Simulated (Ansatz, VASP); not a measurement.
**Ta: VASP beside Ansatz**

INCAR

```
  ALGO = Fast
  EDIFF = 1E-6
  EDIFFG = -0.01
  ENCUT = 600
  GGA = PE
  IBRION = 2
  ISIF = 3
  ISMEAR = 0
  LASPH = True
  LCHARG = False
  LREAL = False
  LWAVE = False
  NELM = 60
  NSW = 100
  PREC = Accurate
  SIGMA = 0.1
```

The input KPOINTS:

```
k-points
0
Gamma
  24 24 20
```

POSCAR

```
Ta
1.0
    2.9002220365      0.0000000000      0.0000000000
   -1.4501110182      2.5116659602      0.0000000000
    0.0000000000      0.0000000000      2.7350266757
Ta
1
Direct
    0.0000000000      0.0000000000      0.0000000000
```

Input for Ansatz:

```yaml
crystal:
  lattice:
    - [2.9002220365, 0.0, 0.0]
    - [-1.4501110182, 2.5116659602, 0.0]
    - [0.0, 0.0, 2.7350266757]
  atoms:
    - { symbol: Ta, position: [0.0, 0.0, 0.0] }
basis:
  ecutwfc: 420
kpoints:
  mp_grid: { grid: [24, 24, 20] }
hamiltonian:
  xc: pbe
scf:
  occupations: { method: gaussian, width: 0.1 }
output:
  forces: true
  stress: true
  eigenvalues: true
relax:
  adjacent_minimum: "off"
  f_tol: 0.01
  max_steps: 80
  cell: { stress_tol: 0.05 }
```

Alike in both runs: task relaxation of cell and atoms; functional PBE; k mesh 24 × 24 × 20; occupations gaussian, width 0.1 eV; no spin polarisation.

```csv
,VASP,Ansatz
version,VASP 6.6.1,Ansatz 0.2.0
potentials or method,"VASP PAW PBE potentials, release 64 (Ta_pv), cutoff 600 eV","scalar-relativistic, plane waves, PAW"
valence electrons in the cell,11,13
```

|  | VASP | Ansatz | Ansatz less VASP |
| --- | --- | --- | --- |
| gap on the k mesh at the Fermi level, each at its own relaxed structure (eV) | none | none | - |
| relaxed volume (Å³/atom) | 19.77 | 19.76 | -0.009 |
| relaxed cell length with the largest relative difference (Å) | 2.740 | 2.739 | -0.0011 |

A gap of «none» marks a metal or a gap that the smearing closes. VASP's potentials hold 11 valence electrons a cell and Ansatz's 13, so a difference there can come from the potentials and not from the codes.

Neither program's run includes spin-orbit coupling.
